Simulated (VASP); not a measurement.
# SrLiH3 (P1) in VASP: settings compared, part 2 of 2

VASP 6.6.1. Earlier steps stand in the parts before.

## (4) Single point, r2SCAN

The input, POSCAR:

```
SrLiH3
1.0
    4.6307910000      0.0000000000      0.0000000000
    0.0000000000      4.6307910000      0.0000000000
    0.0000000000      0.0000000000      4.6307910000
Sr Li H
1 1 3
Direct
    0.5032800000      0.4943360000      0.5019290000
    0.0020250000      0.0053550000     -0.0121980000
    0.5008960000      0.5020190000     -0.0009430000
    0.5055660000      0.0070640000      0.4878350000
   -0.0114320000      0.5131620000      0.4921090000
```

The input, INCAR.step1:

```
SYSTEM = SrLiH3
PREC = Accurate
ENCUT = 520
ISMEAR = 0
SIGMA = 0.05
LREAL = .FALSE.
LASPH = .TRUE.
NELM = 80
NBANDS = 16
GGA = PE
ALGO = Normal
EDIFF = 1E-4
LWAVE = .TRUE.
LCHARG = .FALSE.
```

The input, INCAR.step2:

```
SYSTEM = SrLiH3
PREC = Accurate
ENCUT = 520
EDIFF = 1E-6
ISMEAR = 0
SIGMA = 0.05
LREAL = .FALSE.
LASPH = .TRUE.
NELM = 80
ALGO = Normal
ISIF = 2
LWAVE = .FALSE.
LCHARG = .FALSE.
METAGGA = R2SCAN
LMIXTAU = .TRUE.
NBANDS = 16
ISTART = 1
```

The input, KPOINTS:

```
regular mesh
0
G
  4 4 4
  0 0 0
```

Potentials or basis: VASP PAW PBE potentials, release 64 (Sr_sv, Li_sv, H).

Run with:

```
$ cat potpaw_PBE.64/Sr_sv/POTCAR potpaw_PBE.64/Li_sv/POTCAR potpaw_PBE.64/H/POTCAR > POTCAR
$ cp INCAR.step1 INCAR
$ mpirun -np 1 vasp_std > vasp.out
$ cp INCAR.step2 INCAR
$ mpirun -np 1 vasp_std > vasp.out
```

OUTCAR:

```text
SYSTEM = SrLiH3
   PREC = Accurate
   ENCUT = 520
   EDIFF = 1E-6
   ISMEAR = 0
   LREAL = .FALSE.
   LASPH = .TRUE.
   NELM = 80
   ISIF = 2
   METAGGA = R2SCAN
   ISTART = 1

 ion  position               nearest neighbor table
   1  0.503  0.494  0.502-   5 2.25   4 2.26   3 2.30   3 2.33   4 2.38   5 2.39
   2  0.002  0.005  0.988-
   3  0.501  0.502  0.999-   1 2.30   1 2.33
   4  0.506  0.007  0.488-   1 2.26   1 2.38
   5  0.989  0.513  0.492-   1 2.25   1 2.39

  LATTYP: Found a simple cubic cell.
 ALAT       =     4.6307910000

  Lattice vectors:

 A1 = (   4.6307910000,   0.0000000000,   0.0000000000)
 A2 = (   0.0000000000,   4.6307910000,   0.0000000000)
 A3 = (   0.0000000000,   0.0000000000,   4.6307910000)

Analysis of symmetry for initial positions (statically):
=====================================================================
 Subroutine PRICEL returns:
 Original cell was already a primitive cell.
[... 176 lines left out ...]

 E-fermi :  -1.4882     XC(G=0):  -6.9913

 val. band max:       -1.7200376998   @ k =   0.5000   0.5000   0.5000
 cond. band min:       0.6274421930   @ k =   0.5000   0.0000   0.5000
 fundamental gap:      2.3474798929
 Fermi energy:        -1.4882226293

 k-point     1 :       0.0000    0.0000    0.0000
  band No.  band energies     occupation
      1     -50.7967      2.00000
      2     -35.6263      2.00000
      3     -17.0677      2.00000
      4     -17.0658      2.00000
      5     -17.0634      2.00000
      6      -4.7854      2.00000
[... 433 lines left out ...]
      3     -17.1214      2.00000
      4     -17.1183      2.00000
      5     -17.1159      2.00000
      6      -3.5803      2.00000
[... 8 lines left out ...]
     15       6.6373      0.00000
     16       7.7309      0.00000

 [... further k-points ...]

------------------------ aborting loop because EDIFF is reached ----------------------------------------

  FORCE on cell =-STRESS in cart. coord.  units (eV):
  Direction    XX          YY          ZZ          XY          YZ          ZX
  --------------------------------------------------------------------------------------
  -------------------------------------------------------------------------------------
  Total        0.2341081      0.2236350      0.1734271      0.0184219      0.0140919     -0.0150482
  in kB        3.7771257      3.6081515      2.7980919      0.2972209      0.2273599     -0.2427896
  external PRESSURE =       3.3944564 kB  Pullay stress =       0.0000000 kB

 VOLUME and BASIS-vectors are now :
 -----------------------------------------------------------------------------
  energy-cutoff  :      520.00
  volume of cell :       99.30
      direct lattice vectors                 reciprocal lattice vectors
     4.630791000  0.000000000  0.000000000     0.215945829  0.000000000  0.000000000
     0.000000000  4.630791000  0.000000000     0.000000000  0.215945829  0.000000000
     0.000000000  0.000000000  4.630791000     0.000000000  0.000000000  0.215945829

 POSITION                                       TOTAL-FORCE (eV/Angst)
 -----------------------------------------------------------------------------------
      2.33058      2.28917      2.32433        -0.384541      0.404199     -0.156888
      0.00938      0.02480      4.57430        -0.009530     -0.053541      0.045462
      2.31954      2.32475      4.62642        -0.019056     -0.027607      0.046453
      2.34117      0.03271      2.25906        -0.005326     -0.329183      0.026114
      4.57785      2.37635      2.27885         0.418453      0.006132      0.038859
 -----------------------------------------------------------------------------------
    total drift:                                0.006660      0.001074      0.002545

  FREE ENERGIE OF THE ION-ELECTRON SYSTEM (eV)
  ---------------------------------------------------
  free  energy   TOTEN  =       -28.3638423517 eV

  energy  without entropy=      -28.3638423517  energy(sigma->0) =      -28.36384235
```

OSZICAR.step1:

```text
N       E                     dE             d eps       ncg     rms          rms(c)
DAV:   1     0.622183462166E+02    0.62218E+02   -0.59946E+03  1152   0.855E+02
DAV:   2    -0.940341387070E+01   -0.71622E+02   -0.66691E+02  1552   0.185E+02
DAV:   3    -0.157069591017E+02   -0.63035E+01   -0.62819E+01  2176   0.422E+01
DAV:   4    -0.157750443937E+02   -0.68085E-01   -0.68080E-01  1296   0.525E+00
DAV:   5    -0.157764305821E+02   -0.13862E-02   -0.13862E-02  1920   0.554E-01    0.235E+01
DAV:   6    -0.142643868505E+02    0.15120E+01   -0.78463E-01  1280   0.376E+00    0.135E+01
DAV:   7    -0.138354369109E+02    0.42895E+00   -0.11865E+00  1520   0.483E+00    0.261E+00
DAV:   8    -0.138302663962E+02    0.51705E-02   -0.15294E-01  1592   0.166E+00    0.510E-01
DAV:   9    -0.138304284512E+02   -0.16205E-03   -0.87607E-03  1544   0.426E-01    0.243E-01
DAV:  10    -0.138300753332E+02    0.35312E-03   -0.12592E-03  1456   0.183E-01    0.246E-01
DAV:  11    -0.138301093943E+02   -0.34061E-04   -0.92463E-05  1408   0.580E-02
   1 F= -.13830109E+02 E0= -.13830109E+02  d E =-.862890E-16
```

Run time: 6.9 min. Hardware: 1 thread of AMD EPYC 7R13, shared host; peak memory 0.22 GiB.

Results:

- Free energy: -28.3638 eV
- Largest force: 0.580 eV/Å
- Band gap on the k mesh: 2.35 eV, indirect (least direct gap 2.75 eV)

Forces on the atoms (eV/Å):
```
Sr  -0.385  0.404 -0.157
Li  -0.010 -0.054  0.045
H   -0.019 -0.028  0.046
H   -0.005 -0.329  0.026
H    0.418  0.006  0.039
```

Levels at points of the mesh, in eV from the valence-band top:
```
           k point  band 6  band 7  band 8  band 9  band 10  band 11
(0.00, 0.00, 0.00)   -3.07   -0.92   -0.91    5.77     5.81     5.81
(0.50, 0.00, 0.00)   -2.24   -0.80   -0.77    4.47     5.25     5.30
(0.00, 0.50, 0.00)   -2.23   -0.82   -0.75    4.51     5.24     5.27
(0.00, 0.00, 0.50)   -2.23   -0.80   -0.77    4.53     5.24     5.26
(0.50, 0.50, 0.00)   -1.35   -0.40   -0.40    2.35     5.68     5.69
(0.00, 0.50, 0.50)   -1.34   -0.40   -0.40    2.35     5.73     5.74
(0.50, 0.00, 0.50)   -1.35   -0.40   -0.40    2.35     5.65     5.71
(0.50, 0.50, 0.50)   -0.01    0.00    0.00    2.90     2.90     2.91
```

Caveat: the cutoff is under 1.25 times the usual one of these potentials, so pressure, stress and relaxed cells hold a basis-set (Pulay) error; the PAW data sets were made with another functional, which shifts forces and pressure a little. A k mesh can miss the band edges.
